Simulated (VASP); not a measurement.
# LiH (Fm-3m) in VASP: a series of runs, part 2 of 2

VASP 6.6.1. The steps go on from the part before.

## Step 4: Single point, PBE

This run uses another cell than the first one, of 8.45 Å³/atom, 1.064 times its volume.

File INCAR:

```
ALGO = Normal
EDIFF = 1E-6
ENCUT = 520
GGA = PE
ISIF = 2
ISMEAR = 0
LASPH = T
LCHARG = F
LREAL = F
LWAVE = F
NBANDS = 9
NELM = 60
PREC = Accurate
SIGMA = 0.02
```

File KPOINTS:

```
k-points
0
Gamma
  18 18 18
```

File POSCAR:

```
LiH
1.0
    0.0000000000      2.0367500000      2.0367500000
    2.0367500000      0.0000000000      2.0367500000
    2.0367500000      2.0367500000      0.0000000000
Li H
1 1
Direct
    0.0000000000      0.0000000000      0.0000000000
    0.5000000000      0.5000000000      0.5000000000
```

Potentials or basis: VASP PAW PBE potentials, release 64 (Li_sv, H).

The run is started by

```bash
$ cat potpaw_PBE.64/Li_sv/POTCAR potpaw_PBE.64/H/POTCAR > POTCAR
$ mpirun -np 1 vasp_std > vasp.out
```

OUTCAR:

```text
EDIFF = 1E-6
   ENCUT = 520
   GGA = PE
   ISIF = 2
   ISMEAR = 0
   LASPH = T
   LREAL = F
   NELM = 60
   PREC = Accurate

 ion  position               nearest neighbor table
   1  0.000  0.000  0.000-
   2  0.500  0.500  0.500-

  LATTYP: Found a face centered cubic cell.
 ALAT       =     4.0735000000

  Lattice vectors:

 A1 = (   0.0000000000,   2.0367500000,   2.0367500000)
 A2 = (   2.0367500000,   0.0000000000,   2.0367500000)
[... 472 lines left out ...]
 [... further k-points ...]

------------------------ aborting loop because EDIFF is reached ----------------------------------------

  FORCE on cell =-STRESS in cart. coord.  units (eV):
  Direction    XX          YY          ZZ          XY          YZ          ZX
  --------------------------------------------------------------------------------------
  -------------------------------------------------------------------------------------
  Total       -0.1973746     -0.1973746     -0.1973746      0.0000000     -0.0000000      0.0000000
  in kB      -18.7136529    -18.7136529    -18.7136529      0.0000000     -0.0000000      0.0000000
  external PRESSURE =     -18.7136529 kB  Pullay stress =       0.0000000 kB

 VOLUME and BASIS-vectors are now :
 -----------------------------------------------------------------------------
  energy-cutoff  :      520.00
  volume of cell :       16.90
      direct lattice vectors                 reciprocal lattice vectors
     0.000000000  2.036750000  2.036750000    -0.245489137  0.245489137  0.245489137
     2.036750000  0.000000000  2.036750000     0.245489137 -0.245489137  0.245489137
     2.036750000  2.036750000  0.000000000     0.245489137  0.245489137 -0.245489137

 POSITION                                       TOTAL-FORCE (eV/Angst)
 -----------------------------------------------------------------------------------
      0.00000      0.00000      0.00000         0.000000     -0.000000      0.000000
      2.03675      2.03675      2.03675        -0.000000      0.000000     -0.000000
 -----------------------------------------------------------------------------------
    total drift:                                0.000000     -0.000000     -0.000000

  FREE ENERGIE OF THE ION-ELECTRON SYSTEM (eV)
  ---------------------------------------------------
  free  energy   TOTEN  =        -6.1227599878 eV

  energy  without entropy=       -6.1227599878  energy(sigma->0) =       -6.12275999
```

OSZICAR:

```text
N       E                     dE             d eps       ncg     rms          rms(c)
DAV:   1    -0.139414101546E+01   -0.13941E+01   -0.13916E+03  3558   0.401E+02
DAV:   2    -0.628955806049E+01   -0.48954E+01   -0.48508E+01  4994   0.565E+01
DAV:   3    -0.636252483772E+01   -0.72967E-01   -0.72926E-01  4300   0.564E+00
DAV:   4    -0.636282764051E+01   -0.30280E-03   -0.30276E-03  4884   0.333E-01
DAV:   5    -0.636282881402E+01   -0.11735E-05   -0.11735E-05  4360   0.152E-02    0.285E+00
DAV:   6    -0.618073140421E+01    0.18210E+00   -0.15316E-01  3951   0.119E+00    0.142E+00
DAV:   7    -0.612095036617E+01    0.59781E-01   -0.19282E-01  4156   0.152E+00    0.219E-01
DAV:   8    -0.612283308437E+01   -0.18827E-02   -0.45939E-03  4125   0.430E-01    0.427E-02
DAV:   9    -0.612276509919E+01    0.67985E-04   -0.15706E-04  4580   0.467E-02    0.726E-03
DAV:  10    -0.612276074667E+01    0.43525E-05   -0.66944E-06  4115   0.185E-02    0.256E-03
DAV:  11    -0.612275998779E+01    0.75888E-06   -0.19555E-07  2713   0.215E-03
   1 F= -.61227600E+01 E0= -.61227600E+01  d E =-.147654E-83
```

It took 54 s on 1 thread of AMD EPYC 7R13, shared host; peak memory 0.12 GiB.

Results:

- Free energy: -6.1228 eV
- Band gap on the k mesh: 3.01 eV, direct

Caveat: the cutoff is under 1.25 times the usual one of these potentials, so pressure, stress and relaxed cells hold a basis-set (Pulay) error.

## Step 5: Single point, PBE

This run uses another cell than the first one, of 8.70 Å³/atom, 1.096 times its volume.

File INCAR:

```
PREC = Accurate
ENCUT = 520
EDIFF = 1E-7
ISMEAR = 0
SIGMA = 0.02
LREAL = False
LASPH = True
NELM = 100
ALGO = Normal
ISIF = 2
LWAVE = False
LCHARG = True
GGA = PE
LELF = True
LVHAR = True
NBANDS = 9
```

File KPOINTS:

```
regular mesh
0
Gamma
  18 18 18
```

File POSCAR:

```
LiH
1.0
    0.0000000000      2.0569171532      2.0569171532
    2.0569171532      0.0000000000      2.0569171532
    2.0569171532      2.0569171532      0.0000000000
Li H
1 1
Direct
    0.0000000000      0.0000000000      0.0000000000
    0.5000000000      0.5000000000      0.5000000000
```

Potentials or basis: VASP PAW PBE potentials, release 64 (Li_sv, H).

The run is started by

```bash
$ cat potpaw_PBE.64/Li_sv/POTCAR potpaw_PBE.64/H/POTCAR > POTCAR
$ mpirun -np 1 vasp_std > vasp.out
```

OUTCAR:

```text
PREC = Accurate
   ENCUT = 520
   EDIFF = 1E-7
   ISMEAR = 0
   LREAL = False
   LASPH = True
   NELM = 100
   ISIF = 2
   GGA = PE

 ion  position               nearest neighbor table
   1  0.000  0.000  0.000-
   2  0.500  0.500  0.500-

  LATTYP: Found a face centered cubic cell.
 ALAT       =     4.1138343064

  Lattice vectors:

 A1 = (   0.0000000000,   2.0569171532,   2.0569171532)
 A2 = (   2.0569171532,   0.0000000000,   2.0569171532)
 A3 = (   2.0569171532,   2.0569171532,   0.0000000000)

[... 461 lines left out ...]
      2      -4.3869      2.00000
      3       9.3535      0.00000
      4      13.3602      0.00000
      5      15.2430      0.00000
      6      16.6344      0.00000
      7      20.2742      0.00000
      8      21.9656      0.00000
      9      22.4852      0.00000

 [... further k-points ...]
[... 5 lines left out ...]
  --------------------------------------------------------------------------------------
  -------------------------------------------------------------------------------------
  Total       -0.2947759     -0.2947759     -0.2947759     -0.0000000      0.0000000     -0.0000000
  in kB      -27.1345169    -27.1345169    -27.1345169     -0.0000000      0.0000000     -0.0000000
  external PRESSURE =     -27.1345169 kB  Pullay stress =       0.0000000 kB

 VOLUME and BASIS-vectors are now :
 -----------------------------------------------------------------------------
  energy-cutoff  :      520.00
  volume of cell :       17.41
      direct lattice vectors                 reciprocal lattice vectors
     0.000000000  2.056917153  2.056917153    -0.243082226  0.243082226  0.243082226
     2.056917153  0.000000000  2.056917153     0.243082226 -0.243082226  0.243082226
     2.056917153  2.056917153  0.000000000     0.243082226  0.243082226 -0.243082226

 POSITION                                       TOTAL-FORCE (eV/Angst)
 -----------------------------------------------------------------------------------
      0.00000      0.00000      0.00000        -0.000000      0.000000      0.000000
      2.05692      2.05692      2.05692         0.000000     -0.000000     -0.000000
 -----------------------------------------------------------------------------------
    total drift:                                0.000000     -0.000000     -0.000000

  FREE ENERGIE OF THE ION-ELECTRON SYSTEM (eV)
  ---------------------------------------------------
  free  energy   TOTEN  =        -6.1161851856 eV

  energy  without entropy=       -6.1161851856  energy(sigma->0) =       -6.11618519
```

stdout:

```text
POSCAR found type information on POSCAR LiH
 POSCAR found :  2 types and       2 ions
 scaLAPACK will be used
 LDA part: xc-table for (Slater+PW92), standard interpolation
 POSCAR, INCAR and KPOINTS ok, starting setup
 FFT: planning ... GRIDC
 FFT: planning ... GRID_SOFT
 FFT: planning ... GRID
 WAVECAR not read
 entering main loop
```

It took 63 s on 1 thread of AMD EPYC 7R13, shared host; peak memory 0.12 GiB.

What came out:

```
Free energy            : -6.1162 eV
Band gap on the k mesh : 3.03 eV, direct
```

Levels at points of the mesh, in eV from the valence-band top:
```tsv
k point	band 1	band 2	band 3	band 4	band 5
(0.00, 0.00, 0.00)	-44.37	-5.14	15.11	17.11	17.11
(0.50, 0.00, 0.00)	-44.34	-2.41	4.74	13.01	15.81
(0.50, 0.50, 0.00)	-44.33	0.00	3.03	10.44	10.44
```

Caveat: the cutoff is under 1.25 times the usual one of these potentials, so pressure, stress and relaxed cells hold a basis-set (Pulay) error.

## Step 6: The runs side by side

| cell | gap on the mesh (eV) |
| --- | --- |
| a = 2.822 Å, angles 60.0°, 2 atoms | 2.97 |
| a = 2.851 Å, angles 60.0°, 2 atoms | 2.99 |
| a = 2.880 Å, angles 60.0°, 2 atoms | 3.01 |
| a = 2.909 Å, angles 60.0°, 2 atoms | 3.03 |

Alike in all rows: task single point; level PBE; potentials or basis VASP PAW PBE potentials, release 64 (Li_sv, H); no spin polarisation; k mesh 18 × 18 × 18; cutoff (eV) 520; smearing gaussian 0.02 eV.

Caveats: the cutoff is under 1.25 times the usual one of these potentials, so pressure, stress and relaxed cells hold a basis-set (Pulay) error.

Total energies depend on the potentials used, so only differences within one code and one set of settings carry meaning.
